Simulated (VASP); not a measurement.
A run of VASP 6.6.1:

File INCAR:

```
PREC = Accurate
ENCUT = 520
EDIFF = 1E-7
ISMEAR = 0
SIGMA = 0.15
LREAL = False
LASPH = True
NELM = 60
ALGO = Fast
ISIF = 2
LWAVE = False
LCHARG = False
GGA = PS
NBANDS = 12
```

File KPOINTS:

```
regular mesh
0
Gamma
  20 20 20
```

The input POSCAR:

```
Ti
1.0
    0.0000000000      2.0300000000      2.2963360000
    2.0300000000      0.0000000000      2.2963360000
    2.0300000000      2.0300000000      0.0000000000
Ti
1
Direct
    0.0000000000      0.0000000000      0.0000000000
```

Potentials or basis: VASP PAW PBE potentials, release 64 (Ti_sv).

The run is started by

```bash
$ cat potpaw_PBE.64/Ti_sv/POTCAR > POTCAR
$ mpirun -np 1 vasp_std > vasp.out
```

Hardware: 1 thread of AMD EPYC 7R13 Processor (Zen 3), with other jobs on the host.

Question: Estimate the wall time of this run.

Answer: It took 4.6 min on 1 thread of AMD EPYC 7R13 Processor (Zen 3), on a shared host, peak memory 0.22 GiB. Counts: scf iterations 26, k points 641.
